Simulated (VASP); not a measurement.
Here is a VASP 6.6.1 calculation.

INCAR

```
SYSTEM = SnO
  PREC = Accurate
  ENCUT = 600
  EDIFF = 1E-6
  ISMEAR = -1
  SIGMA = 0.02
  LREAL = .False.
  LASPH = .True.
  NELM = 100
  ALGO = Normal
  ISIF = 3
  LWAVE = .False.
  LCHARG = .False.
  GGA = PS
  IBRION = 2
  NSW = 80
  EDIFFG = -0.005
```

Contents of KPOINTS:

```
Automatic mesh
0
Gamma
  8 8 8
  0 0 0
```

File POSCAR:

```
SnO
1.0
    0.0000000000      2.5587916806      2.5587916806
    2.5587916806      0.0000000000      2.5587916806
    2.5587916806      2.5587916806      0.0000000000
Sn O
1 1
Direct
    0.0000000000      0.0000000000      0.0000000000
    0.5000000000      0.5000000000      0.5000000000
```

Potentials or basis: VASP PAW PBE potentials, release 64 (Sn_d, O).

The run is started by

```console
$ cat potpaw_PBE.64/Sn_d/POTCAR potpaw_PBE.64/O/POTCAR > POTCAR
$ mpirun -np 1 vasp_std > vasp.out
```

(1) What does it give for the band gap on the k mesh?

(2) What does it give for the space group after relaxing (to 0.1 Å)?

(3) Predict the relaxed cell.

Answers

(1) 0.87 eV (least direct gap 0.99 eV).

(2) Fm-3m (No. 225).

(3) a = 3.561 Å, b = 3.561 Å, c = 3.561 Å, α = 60.00°, β = 60.00°, γ = 60.00°.

Caveat: spin-orbit coupling is left out, which moves the levels of the heavy elements.
